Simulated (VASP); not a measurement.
# Hf (Fm-3m) in VASP: single point with PBEsol

Aim: the single point of Hf with PBEsol.

Program: VASP 6.6.1. These are calculated values, not measurements. Logs are shortened: lines on timing, memory, paths and dates and some standing lists are left out, and cuts for length are marked.

### 1 The cell of the first run

Symmetry: Fm-3m, No. 225, cubic system. The conventional cell has a = 4.440 Å, b = 4.440 Å, c = 4.440 Å, α = 90.00°, β = 90.00°, γ = 90.00°. Within 4.1 Å of Hf (site symmetry m-3m) lie 12 Hf at 3.14 Å.

### 2 Single point, PBEsol

Input file INCAR:

```
PREC     = Accurate       # precision mode
ENCUT    = 500            # plane-wave cutoff, eV
EDIFF    = 1E-6           # SCF threshold, eV
ISMEAR   = -1             # smearing method
SIGMA    = 0.1            # smearing width, eV
LREAL    = F              # projectors in reciprocal space
LASPH    = T              # aspherical terms in the spheres
NELM     = 120            # most SCF steps
ALGO     = Normal         # electronic algorithm
ISIF     = 2              # what is computed and relaxed
LWAVE    = F              # write WAVECAR
LCHARG   = T              # write CHGCAR
GGA      = PS             # functional
LELF     = T              # ELF
LVHAR    = T            
NBANDS   = 11             # bands
GGA_COMPAT= F
```

Input file KPOINTS:

```
Automatic mesh
0
Gamma
  10 10 10
```

Input file POSCAR:

```
Hf
1.0
    0.0000000000      2.2200000000      2.2200000000
    2.2200000000      0.0000000000      2.2200000000
    2.2200000000      2.2200000000      0.0000000000
Hf
1
Direct
    0.0000000000      0.0000000000      0.0000000000
```

Potentials or basis: VASP PAW PBE potentials, release 64 (Hf_pv).

Run with:

```sh
$ cat potpaw_PBE.64/Hf_pv/POTCAR > POTCAR
$ mpirun -np 1 vasp_std > vasp.out
```

OUTCAR:

```text
PREC = Accurate
   ENCUT = 500
   EDIFF = 1E-6
   ISMEAR = -1
   LREAL = F
   LASPH = T
   NELM = 120
   ISIF = 2
   GGA = PS

 ion  position               nearest neighbor table
   1  0.000  0.000  0.000-

  LATTYP: Found a face centered cubic cell.
 ALAT       =     4.4400000000

  Lattice vectors:

 A1 = (   0.0000000000,   2.2200000000,   2.2200000000)
 A2 = (   2.2200000000,   0.0000000000,   2.2200000000)
 A3 = (   2.2200000000,   2.2200000000,   0.0000000000)

Analysis of symmetry for initial positions (statically):
=====================================================================
 Subroutine PRICEL returns:
 Original cell was already a primitive cell.

 Routine SETGRP: Setting up the symmetry group for a
 face centered cubic supercell.

 Subroutine GETGRP returns: Found 48 space group operations
 (whereof 48 operations were pure point group operations)
 out of a pool of 48 trial point group operations.

The static configuration has the point symmetry O_h .

Analysis of symmetry for dynamics (positions and initial velocities):
=====================================================================
 Subroutine PRICEL returns:
 Original cell was already a primitive cell.

 Routine SETGRP: Setting up the symmetry group for a
 face centered cubic supercell.

 Subroutine GETGRP returns: Found 48 space group operations
 (whereof 48 operations were pure point group operations)
 out of a pool of 48 trial point group operations.

The dynamic configuration has the point symmetry O_h .

 Subroutine INISYM returns: Found 48 space group operations
 (whereof 48 operations are pure point group operations),
 and found     1 'primitive' translations

----------------------------------------------------------------------------------------

                                     Primitive cell

  volume of cell :      21.8821

  direct lattice vectors                    reciprocal lattice vectors
     0.000000000  2.220000000  2.220000000    -0.225225225  0.225225225  0.225225225
     2.220000000  0.000000000  2.220000000     0.225225225 -0.225225225  0.225225225
     2.220000000  2.220000000  0.000000000     0.225225225  0.225225225 -0.225225225

  length of vectors
     3.139554108  3.139554108  3.139554108     0.390101533  0.390101533  0.390101533

  position of ions in fractional coordinates (direct lattice)
     0.000000000  0.000000000  0.000000000

  ion indices of the primitive-cell ions
   primitive index   ion index
                 1           1
[... 71 lines left out ...]
   NELM   =    120;   NELMIN=  2; NELMDL= -5     # of ELM steps
   EDIFF  = 0.1E-05   stopping-criterion for ELM
   LREAL  =      F    real-space projection
   EDIFFG = 0.1E-04   stopping-criterion for IOM
   NSW    =      0    number of steps for IOM
   IBRION =     -1    ionic relax: 0-MD 1-quasi-New 2-CG
   NFREE  =      0    steps in history (QN), initial steepest desc. (CG)
   ISIF   =      2    stress and relaxation
   ISYM   =      2    0-nonsym 1-usesym 2-fastsym
   POTIM  = 0.5000    time-step for ionic-motion
   TEBEG  =    0.0;   TEEND  =   0.0 temperature during run
   PSTRESS=    0.0 pullay stress
   NELECT =      10.0000    total number of electrons
   NUPDOWN=      -1.0000    fix difference up-down
   EMIN   =  10.00;   EMAX   =-10.00  energy-range for DOS
   EFERMI =   0.00;   METHOD = LEGACY
   ISMEAR =    -1;   SIGMA  =   0.10  broadening in eV -4-tet -1-fermi 0-gaus
   EFERMI_NEDOS =   21; number of points for ismear=-14 and -15
   IALGO  =     38    algorithm
   IMIX   =      4    mixing-type and parameters
     AMIX     =   0.40;   BMIX     =  1.00
     AMIX_MAG =   1.60;   BMIX_MAG =  1.00
  volume/ion in A,a.u.               =      21.88       147.67
  Fermi-wavevector in a.u.,A,eV,Ry     =   1.260991  2.382927 21.634588  1.590097
  Thomas-Fermi vector in A             =   2.394472
   LORBIT       =      0    0 simple, 1 ext, 2 COOP (PROOUT), +10 PAW based schemes
   GGA     = PS    functional components
   LHFCALC =     F    Hartree Fock is set to
   AEXX    =    0.0000 exact exchange contribution
   IVDW    =     0    specifies the selected vdW correction
   LEPSILON=     F    determine dielectric tensor
   LRPA    =     F    only Hartree local field effects (RPA)
 non-spin polarized calculation
  energy-cutoff  :      500.00
  volume of cell :       21.88
 maximum number of plane-waves:       568
   NGX = 11   NGY = 11   NGZ = 11

 number of electron      10.0000000 magnetization

 Free energy of the ion-electron system (eV)
  ---------------------------------------------------
  ext. energy  EPLUGINS =         0.00000000
  ---------------------------------------------------
  free energy    TOTEN  =       -10.45674445 eV

  energy without entropy =      -10.40903471  energy(sigma->0) =      -10.43288958

 E-fermi :   4.7394     XC(G=0): -11.4940

 val. band max:        4.7255790562   @ k =   0.3000   0.0000   0.0000
 cond. band min:       4.7613853951   @ k =  -0.2000   0.1000   0.0000
 fundamental gap:      0.0358063389
 Fermi energy:         4.7394455380

 k-point     1 :       0.0000    0.0000    0.0000
  band No.  band energies     occupation
      1     -25.1426      2.00000
      2     -25.1426      2.00000
      3     -25.1426      2.00000
      4      -2.5573      2.00000
      5       6.1368      0.00000
      6       6.1368      0.00000
      7       6.1368      0.00000
      8       8.9999      0.00000
      9       8.9999      0.00000
     10      16.1805      0.00000
     11      17.8637      0.00000
[... 309 lines left out ...]
 k-point    24 :       0.4000    0.3000    0.0000
  band No.  band energies     occupation
      1     -25.8174      2.00000
      2     -25.4151      2.00000
      3     -25.3864      2.00000
      4       1.3990      2.00000
      5       3.1837      2.00000
      6       5.6059      0.00035
      7       8.9000      0.00000
      8       9.9292      0.00000
      9      11.0426      0.00000
     10      16.6677      0.00000
     11      17.8753      0.00000

 [... further k-points ...]
[... 5 lines left out ...]
  --------------------------------------------------------------------------------------
  -------------------------------------------------------------------------------------
  Total       -0.2508250     -0.2508250     -0.2508250     -0.0000000      0.0000000      0.0000000
  in kB      -18.3650639    -18.3650639    -18.3650639     -0.0000000      0.0000000      0.0000000
  external PRESSURE =     -18.3650639 kB  Pullay stress =       0.0000000 kB

 VOLUME and BASIS-vectors are now :
 -----------------------------------------------------------------------------
  energy-cutoff  :      500.00
  volume of cell :       21.88
      direct lattice vectors                 reciprocal lattice vectors
     0.000000000  2.220000000  2.220000000    -0.225225225  0.225225225  0.225225225
     2.220000000  0.000000000  2.220000000     0.225225225 -0.225225225  0.225225225
     2.220000000  2.220000000  0.000000000     0.225225225  0.225225225 -0.225225225

 POSITION                                       TOTAL-FORCE (eV/Angst)
 -----------------------------------------------------------------------------------
      0.00000      0.00000      0.00000         0.000000      0.000000      0.000000
 -----------------------------------------------------------------------------------
    total drift:                                0.000000      0.000000      0.000000

  FREE ENERGIE OF THE ION-ELECTRON SYSTEM (eV)
  ---------------------------------------------------
  free  energy   TOTEN  =       -10.4567444511 eV

  energy  without entropy=      -10.4090347103  energy(sigma->0) =      -10.43288958
```

stdout:

```text
POSCAR found type information on POSCAR Hf
 POSCAR found :  1 types and       1 ions
 scaLAPACK will be used
 -----------------------------------------------------------------------------
|                                                                             |
|                                                                             |
|     You enforced a specific xc type in the INCAR file but a different       |
|     I HOPE YOU KNOW WHAT YOU ARE DOING!                                     |
|                                                                             |
 -----------------------------------------------------------------------------

 LDA part: xc-table for (Slater+PW92), standard interpolation
 POSCAR, INCAR and KPOINTS ok, starting setup
 FFT: planning ... GRIDC
 FFT: planning ... GRID_SOFT
 FFT: planning ... GRID
 WAVECAR not read
 entering main loop
```

Wall time 4.1 s (1 thread of Intel Xeon 6975P-C (Granite Rapids), shared host); peak memory 0.14 GiB.

What came out:

| Quantity | Value |
| --- | --- |
| Free energy | -10.4567 eV |
| Pressure | -1.8 GPa |
| Band gap on the k mesh | zero (band 5 reaches 6.14 eV, above the bottom of band 6 at 4.34 eV) |

Levels at points of the mesh, in eV from the Fermi level:
```
           k point  band 1  band 2  band 3  band 4  band 5  band 6  band 7  band 8  band 9  band 10
(0.00, 0.00, 0.00)  -29.88  -29.88  -29.88   -7.30    1.40    1.40    1.40    4.26    4.26    11.44
(0.50, 0.00, 0.00)  -30.76  -30.00  -30.00   -3.71    0.68    1.16    1.16    6.46    6.46     9.64
(0.50, 0.50, 0.00)  -30.71  -30.20  -30.20   -3.36   -2.21    2.66    6.46    7.11    7.11    10.08
```

Caveat: the PAW data sets were made with another functional, which shifts forces and pressure a little; spin-orbit coupling is left out, which moves the levels of the heavy elements.
